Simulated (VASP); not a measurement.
# TiC (Fm-3m) in VASP: a series of runs

Runs on TiC. Level: PBEsol. Tasks: single point.

Program: VASP 6.6.1. These are calculated values, not measurements. Logs are shortened: lines on timing, memory, paths and dates and some standing lists are left out, and cuts for length are marked.

## 1. The cell of the first run

Symmetry: Fm-3m, No. 225, cubic system. The conventional cell has a = 4.328 Å, b = 4.328 Å, c = 4.328 Å, α = 90.00°, β = 90.00°, γ = 90.00°. Ti (site symmetry m-3m) has 6 C at 2.16 Å within 2.9 Å. C (site symmetry m-3m) has 6 Ti at 2.16 Å within 2.9 Å.

## 2. Single point, PBEsol

Contents of INCAR:

```
PREC = Accurate ; ENCUT = 520
EDIFF = 1E-6 ; ISMEAR = 1
SIGMA = 0.1 ; LREAL = F
LASPH = T ; NELM = 100
ALGO = Normal ; ISIF = 2
LWAVE = F ; LCHARG = T
GGA = PS ; LELF = T
LVHAR = T ; NBANDS = 15
```

Contents of KPOINTS:

```
regular mesh
0
Gamma
  20 20 20
```

Contents of POSCAR:

```
TiC
1.0
    0.0000000000      2.1640000000      2.1640000000
    2.1640000000      0.0000000000      2.1640000000
    2.1640000000      2.1640000000      0.0000000000
Ti C
1 1
Direct
    0.0000000000      0.0000000000      0.0000000000
    0.5000000000      0.5000000000      0.5000000000
```

Potentials or basis: VASP PAW PBE potentials, release 64 (Ti_sv, C).

On the command line:

```console
$ cat potpaw_PBE.64/Ti_sv/POTCAR potpaw_PBE.64/C/POTCAR > POTCAR
$ mpirun -np 1 vasp_std > vasp.out
```

OUTCAR:

```text
PREC = Accurate
   ENCUT = 520
   EDIFF = 1E-6
   ISMEAR = 1
   LREAL = F
   LASPH = T
   NELM = 100
   ISIF = 2
   GGA = PS

 ion  position               nearest neighbor table
   1  0.000  0.000  0.000-   2 2.16   2 2.16   2 2.16   2 2.16   2 2.16   2 2.16
   2  0.500  0.500  0.500-   1 2.16   1 2.16   1 2.16   1 2.16   1 2.16   1 2.16

  LATTYP: Found a face centered cubic cell.
 ALAT       =     4.3280000000

  Lattice vectors:

 A1 = (   0.0000000000,   2.1640000000,   2.1640000000)
 A2 = (   2.1640000000,   0.0000000000,   2.1640000000)
 A3 = (   2.1640000000,   2.1640000000,   0.0000000000)

Analysis of symmetry for initial positions (statically):
=====================================================================
 Subroutine PRICEL returns:
 Original cell was already a primitive cell.

 Routine SETGRP: Setting up the symmetry group for a
 face centered cubic supercell.

 Subroutine GETGRP returns: Found 48 space group operations
 (whereof 48 operations were pure point group operations)
 out of a pool of 48 trial point group operations.

The static configuration has the point symmetry O_h .

Analysis of symmetry for dynamics (positions and initial velocities):
=====================================================================
 Subroutine PRICEL returns:
 Original cell was already a primitive cell.

 Routine SETGRP: Setting up the symmetry group for a
 face centered cubic supercell.

 Subroutine GETGRP returns: Found 48 space group operations
 (whereof 48 operations were pure point group operations)
 out of a pool of 48 trial point group operations.

The dynamic configuration has the point symmetry O_h .

 Subroutine INISYM returns: Found 48 space group operations
 (whereof 48 operations are pure point group operations),
 and found     1 'primitive' translations

----------------------------------------------------------------------------------------

                                     Primitive cell

  volume of cell :      20.2676

  direct lattice vectors                    reciprocal lattice vectors
     0.000000000  2.164000000  2.164000000    -0.231053604  0.231053604  0.231053604
     2.164000000  0.000000000  2.164000000     0.231053604 -0.231053604  0.231053604
     2.164000000  2.164000000  0.000000000     0.231053604  0.231053604 -0.231053604

  length of vectors
     3.060358149  3.060358149  3.060358149     0.400196582  0.400196582  0.400196582

  position of ions in fractional coordinates (direct lattice)
     0.000000000  0.000000000  0.000000000
     0.500000000  0.500000000  0.500000000

  ion indices of the primitive-cell ions
   primitive index   ion index
                 1           1
[... 80 lines left out ...]
   ISYM   =      2    0-nonsym 1-usesym 2-fastsym
   POTIM  = 0.5000    time-step for ionic-motion
   TEBEG  =    0.0;   TEEND  =   0.0 temperature during run
   PSTRESS=    0.0 pullay stress
   NELECT =      16.0000    total number of electrons
   NUPDOWN=      -1.0000    fix difference up-down
   EMIN   =  10.00;   EMAX   =-10.00  energy-range for DOS
   EFERMI =   0.00;   METHOD = LEGACY
   ISMEAR =     1;   SIGMA  =   0.10  broadening in eV -4-tet -1-fermi 0-gaus
   EFERMI_NEDOS =   21; number of points for ismear=-14 and -15
   IALGO  =     38    algorithm
   IMIX   =      4    mixing-type and parameters
     AMIX     =   0.40;   BMIX     =  1.00
     AMIX_MAG =   1.60;   BMIX_MAG =  1.00
  volume/ion in A,a.u.               =      10.13        68.39
  Fermi-wavevector in a.u.,A,eV,Ry     =   1.513030  2.859212 31.147275  2.289260
  Thomas-Fermi vector in A             =   2.622876
   LORBIT       =      0    0 simple, 1 ext, 2 COOP (PROOUT), +10 PAW based schemes
   GGA     = PS    functional components
   LHFCALC =     F    Hartree Fock is set to
   AEXX    =    0.0000 exact exchange contribution
   IVDW    =     0    specifies the selected vdW correction
   LEPSILON=     F    determine dielectric tensor
   LRPA    =     F    only Hartree local field effects (RPA)
 non-spin polarized calculation
 Methfessel and Paxton  Order N= 1 SIGMA  =   0.10
  energy-cutoff  :      520.00
  volume of cell :       20.27
 maximum number of plane-waves:       568
   NGX = 11   NGY = 11   NGZ = 11

 number of electron      16.0000001 magnetization

 Free energy of the ion-electron system (eV)
  ---------------------------------------------------
  ext. energy  EPLUGINS =         0.00000000
  ---------------------------------------------------
  free energy    TOTEN  =       -19.79401596 eV

  energy without entropy =      -19.79401324  energy(sigma->0) =      -19.79401505

 E-fermi :   9.3423     XC(G=0): -12.8725

 val. band max:        9.3381978231   @ k =   0.2500   0.2000   0.0000
 cond. band min:       9.3690434473   @ k =   0.1000   0.0000   0.0000
 fundamental gap:      0.0308456242
 Fermi energy:         9.3422898563

 k-point     1 :       0.0000    0.0000    0.0000
  band No.  band energies     occupation
      1     -46.9955      2.00000
      2     -23.1207      2.00000
      3     -23.1207      2.00000
      4     -23.1207      2.00000
      5      -3.0489      2.00000
      6       9.9928     -0.00000
      7       9.9928     -0.00000
      8       9.9928     -0.00000
      9      11.0375     -0.00000
     10      11.0375     -0.00000
     11      11.0375     -0.00000
     12      11.0592     -0.00000
     13      11.0592     -0.00000
     14      19.8408      0.00000
[... 401 lines left out ...]
      2     -23.5475      2.00000
      3     -23.1766      2.00000
      4     -23.1582      2.00000
      5      -0.4753      2.00000
      6       4.6838      2.00000
      7       6.7191      2.00000
      8       6.8352      2.00000
      9      11.6947      0.00000
     10      11.9385      0.00000
     11      12.9061      0.00000
     12      16.3405      0.00000
     13      17.0969      0.00000
     14      18.8778      0.00000
     15      24.7065      0.00000

 [... further k-points ...]
[... 5 lines left out ...]
  --------------------------------------------------------------------------------------
  -------------------------------------------------------------------------------------
  Total       -0.7475448     -0.7475448     -0.7475448      0.0000000      0.0000000     -0.0000000
  in kB      -59.0943581    -59.0943581    -59.0943581      0.0000000      0.0000000     -0.0000000
  external PRESSURE =     -59.0943581 kB  Pullay stress =       0.0000000 kB

 VOLUME and BASIS-vectors are now :
 -----------------------------------------------------------------------------
  energy-cutoff  :      520.00
  volume of cell :       20.27
      direct lattice vectors                 reciprocal lattice vectors
     0.000000000  2.164000000  2.164000000    -0.231053604  0.231053604  0.231053604
     2.164000000  0.000000000  2.164000000     0.231053604 -0.231053604  0.231053604
     2.164000000  2.164000000  0.000000000     0.231053604  0.231053604 -0.231053604

 POSITION                                       TOTAL-FORCE (eV/Angst)
 -----------------------------------------------------------------------------------
      0.00000      0.00000      0.00000         0.000000      0.000000     -0.000000
      2.16400      2.16400      2.16400         0.000000      0.000000      0.000000
 -----------------------------------------------------------------------------------
    total drift:                                0.000000     -0.000000     -0.000000

  FREE ENERGIE OF THE ION-ELECTRON SYSTEM (eV)
  ---------------------------------------------------
  free  energy   TOTEN  =       -19.7940159581 eV

  energy  without entropy=      -19.7940132410  energy(sigma->0) =      -19.79401505
```

stdout:

```text
POSCAR found type information on POSCAR TiC
 POSCAR found :  2 types and       2 ions
 scaLAPACK will be used
 -----------------------------------------------------------------------------
|                                                                             |
|                                                                             |
|     You enforced a specific xc type in the INCAR file but a different       |
|     I HOPE YOU KNOW WHAT YOU ARE DOING!                                     |
|                                                                             |
 -----------------------------------------------------------------------------

 LDA part: xc-table for (Slater+PW92), standard interpolation
 POSCAR, INCAR and KPOINTS ok, starting setup
 FFT: planning ... GRIDC
 FFT: planning ... GRID_SOFT
 FFT: planning ... GRID
 WAVECAR not read
 entering main loop
```

Wall time 30 s (1 thread of Intel Xeon 6975P-C (Granite Rapids), shared host); peak memory 0.2 GiB.

What came out:

```yaml
Free_energy: -19.7940 eV
Pressure: -5.9 GPa
Band_gap_on_the_k_mesh: zero (band 8 reaches 9.99 eV, above the bottom of band 9 at 8.92 eV)
```

Caveat: the PAW data sets were made with another functional, which shifts forces and pressure a little.

## 3. Single point, PBEsol

This run uses another cell than the first one: it holds 8 atoms, not 2.

Contents of INCAR:

```
ALGO = Normal
EDIFF = 1E-6
ENCUT = 520
GGA = PS
ISIF = 2
ISMEAR = 1
LASPH = T
LCHARG = F
LREAL = F
LWAVE = F
NBANDS = 42
NELM = 60
PREC = Accurate
SIGMA = 0.1
```

Contents of KPOINTS:

```
k-points
0
Gamma
  12 12 12
```

Contents of POSCAR:

```
TiC
1.0
    4.3280000000      0.0000000000      0.0000000000
    0.0000000000     -4.3280000000      0.0000000000
    0.0000000000      0.0000000000     -4.3280000000
Ti C
4 4
Direct
    0.0000000000      0.5000000000      0.5000000000
    0.5000000000      0.0000000000      0.5000000000
    0.5000000000      0.5000000000      0.0000000000
    0.0000000000      0.0000000000      0.0000000000
    0.5000000000      0.0000000000      0.0000000000
    0.0000000000      0.5000000000      0.0000000000
    0.0000000000      0.0000000000      0.5000000000
    0.5000000000      0.5000000000      0.5000000000
```

Potentials or basis: VASP PAW PBE potentials, release 64 (Ti_sv, C).

On the command line:

```console
$ cat potpaw_PBE.64/Ti_sv/POTCAR potpaw_PBE.64/C/POTCAR > POTCAR
$ mpirun -np 1 vasp_std > vasp.out
```

OUTCAR:

```text
EDIFF = 1E-6
   ENCUT = 520
   GGA = PS
   ISIF = 2
   ISMEAR = 1
   LASPH = T
   LREAL = F
   NELM = 60
   PREC = Accurate

 ion  position               nearest neighbor table
   1  0.000  0.500  0.500-   6 2.16   7 2.16   8 2.16   6 2.16   7 2.16   8 2.16
   2  0.500  0.000  0.500-   5 2.16   7 2.16   8 2.16   5 2.16   8 2.16   7 2.16
   3  0.500  0.500  0.000-   5 2.16   6 2.16   8 2.16   8 2.16   5 2.16   6 2.16
   4  0.000  0.000  0.000-   5 2.16   6 2.16   7 2.16   7 2.16   6 2.16   5 2.16
   5  0.500  0.000  0.000-   2 2.16   3 2.16   4 2.16   2 2.16   3 2.16   4 2.16
   6  0.000  0.500  0.000-   1 2.16   3 2.16   4 2.16   1 2.16   4 2.16   3 2.16
   7  0.000  0.000  0.500-   1 2.16   2 2.16   4 2.16   4 2.16   1 2.16   2 2.16
   8  0.500  0.500  0.500-   1 2.16   2 2.16   3 2.16   3 2.16   2 2.16   1 2.16

  LATTYP: Found a simple cubic cell.
 ALAT       =     4.3280000000

  Lattice vectors:

 A1 = (   4.3280000000,   0.0000000000,   0.0000000000)
 A2 = (   0.0000000000,  -4.3280000000,   0.0000000000)
 A3 = (   0.0000000000,   0.0000000000,  -4.3280000000)

Analysis of symmetry for initial positions (statically):
[... 195 lines left out ...]
 val. band max:        9.3358134204   @ k =   0.2500   0.0833   0.0000
 cond. band min:       9.3613447090   @ k =   0.5000   0.0833   0.0000
 fundamental gap:      0.0255312886
 Fermi energy:         9.3417820359

 k-point     1 :       0.0000    0.0000    0.0000
  band No.  band energies     occupation
      1     -46.9923      2.00000
      2     -46.8915      2.00000
      3     -46.8915      2.00000
      4     -46.8915      2.00000
      5     -23.5667      2.00000
      6     -23.5667      2.00000
[... 1069 lines left out ...]
     41      12.9968      0.00000
     42      13.3150      0.00000

 [... further k-points ...]
[... 5 lines left out ...]
  --------------------------------------------------------------------------------------
  -------------------------------------------------------------------------------------
  Total       -2.9794471     -2.9794471     -2.9794471      0.0000000     -0.0000000     -0.0000000
  in kB      -58.8822639    -58.8822639    -58.8822639      0.0000000     -0.0000000     -0.0000000
  external PRESSURE =     -58.8822639 kB  Pullay stress =       0.0000000 kB

 VOLUME and BASIS-vectors are now :
 -----------------------------------------------------------------------------
  energy-cutoff  :      520.00
  volume of cell :       81.07
      direct lattice vectors                 reciprocal lattice vectors
     4.328000000  0.000000000  0.000000000     0.231053604  0.000000000  0.000000000
     0.000000000 -4.328000000  0.000000000     0.000000000 -0.231053604  0.000000000
     0.000000000  0.000000000 -4.328000000     0.000000000  0.000000000 -0.231053604

 POSITION                                       TOTAL-FORCE (eV/Angst)
 -----------------------------------------------------------------------------------
      0.00000     -2.16400     -2.16400         0.000000      0.000000      0.000000
      2.16400      0.00000     -2.16400         0.000000      0.000000     -0.000000
      2.16400     -2.16400      0.00000         0.000000     -0.000000      0.000000
      0.00000      0.00000      0.00000         0.000000     -0.000000     -0.000000
      2.16400      0.00000      0.00000        -0.000000      0.000000      0.000000
      0.00000     -2.16400      0.00000        -0.000000      0.000000      0.000000
      0.00000      0.00000     -2.16400        -0.000000      0.000000      0.000000
      2.16400     -2.16400     -2.16400        -0.000000      0.000000      0.000000
 -----------------------------------------------------------------------------------
    total drift:                                0.000000      0.000000      0.000000

  FREE ENERGIE OF THE ION-ELECTRON SYSTEM (eV)
  ---------------------------------------------------
  free  energy   TOTEN  =       -79.1728984956 eV

  energy  without entropy=      -79.1722699746  energy(sigma->0) =      -79.17268899
```

OSZICAR:

```text
N       E                     dE             d eps       ncg     rms          rms(c)
DAV:   1     0.847872299808E+03    0.84787E+03   -0.30628E+04  7056   0.187E+03
DAV:   2     0.361622634207E+02   -0.81171E+03   -0.78142E+03  7056   0.570E+02
DAV:   3    -0.902153179443E+02   -0.12638E+03   -0.12136E+03 11026   0.189E+02
DAV:   4    -0.100317438952E+03   -0.10102E+02   -0.10056E+02  9864   0.532E+01
DAV:   5    -0.100853438444E+03   -0.53600E+00   -0.53581E+00 11016   0.114E+01    0.369E+01
DAV:   6    -0.810073714972E+02    0.19846E+02   -0.16614E+02  9404   0.802E+01    0.127E+01
DAV:   7    -0.792377682808E+02    0.17696E+01   -0.25814E+01  9730   0.291E+01    0.867E+00
DAV:   8    -0.791535502611E+02    0.84218E-01   -0.15989E+00  8608   0.857E+00    0.180E+00
DAV:   9    -0.791664215122E+02   -0.12871E-01   -0.16690E-01 10226   0.257E+00    0.107E+00
DAV:  10    -0.791755838732E+02   -0.91624E-02   -0.67616E-02  8952   0.225E+00    0.539E-01
DAV:  11    -0.791729308970E+02    0.26530E-02   -0.25246E-02  9254   0.133E+00    0.124E-01
DAV:  12    -0.791729084296E+02    0.22467E-04   -0.11337E-03  9768   0.214E-01    0.480E-02
DAV:  13    -0.791729008569E+02    0.75727E-05   -0.13701E-04 10866   0.661E-02    0.112E-02
DAV:  14    -0.791729005559E+02    0.30106E-06   -0.19581E-05  9646   0.327E-02    0.113E-02
DAV:  15    -0.791728986094E+02    0.19465E-05   -0.14059E-05  8220   0.163E-02    0.497E-03
DAV:  16    -0.791728984956E+02    0.11381E-06   -0.44384E-07  4800   0.519E-03
   1 F= -.79172898E+02 E0= -.79172689E+02  d E =-.628521E-03
```

Wall time 1.7 min (1 thread of Intel Xeon 6975P-C (Granite Rapids), shared host); peak memory 0.33 GiB.

Results:

```
Free energy            : -79.1729 eV
Pressure               : -5.9 GPa
Band gap on the k mesh : zero (band 32 reaches 9.57 eV, above the bottom of band 33 at 8.92 eV)
```

Levels at points of the mesh, in eV from the Fermi level:
```
           k point  band 28  band 29  band 30  band 31  band 32  band 33  band 34  band 35  band 36  band 37
(0.00, 0.00, 0.00)    -0.03    -0.03    -0.03    -0.03    -0.03     0.65     0.65     0.65     1.69     1.69
(0.50, 0.00, 0.00)    -2.72    -0.66    -0.66    -0.42    -0.42    -0.42    -0.42     2.20     2.20     2.79
(0.50, 0.50, 0.00)    -2.75    -2.58    -2.58    -2.58    -2.58     2.13     2.13     2.13     2.13     3.16
(0.50, 0.50, 0.50)    -2.92    -2.92    -2.92    -2.92    -2.92     2.92     2.92     2.92     2.92     2.92
```

Caveat: the PAW data sets were made with another functional, which shifts forces and pressure a little.
